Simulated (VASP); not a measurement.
A run of VASP 6.6.1 is set up as follows.

INCAR

```
SYSTEM = Pb
PREC = Accurate ; ENCUT = 520
EDIFF = 1E-6 ; ISMEAR = -1
SIGMA = 0.05 ; LREAL = .FALSE.
LASPH = .TRUE. ; NELM = 100
ALGO = Normal ; ISIF = 2
LWAVE = .FALSE. ; LCHARG = .TRUE.
GGA = CA ; LELF = .TRUE.
LVHAR = .TRUE. ; NBANDS = 13
```

Contents of KPOINTS:

```
Automatic mesh
0
G
  13 13 13
  0 0 0
```

File POSCAR:

```
Pb
1.0
    3.1456108332      0.0000000000      0.0000000000
    0.0000000000      3.1456108332      0.0000000000
    0.0000000000      0.0000000000      3.1456108332
Pb
1
Direct
    0.0000000000      0.0000000000      0.0000000000
```

Potentials or basis: VASP PAW LDA potentials, release 64 (Pb_d).

The run is started by

```console
$ cat potpaw_LDA.64/Pb_d/POTCAR > POTCAR
$ mpirun -np 1 vasp_std > vasp.out
```

(1) What does it give for the band gap on the k mesh?

(2) Estimate the pressure.

Answers

(1) zero (band 7 reaches 11.67 eV, above the bottom of band 8 at 4.60 eV).

(2) 0.1 GPa.

Caveat: spin-orbit coupling is left out, which moves the levels of the heavy elements.
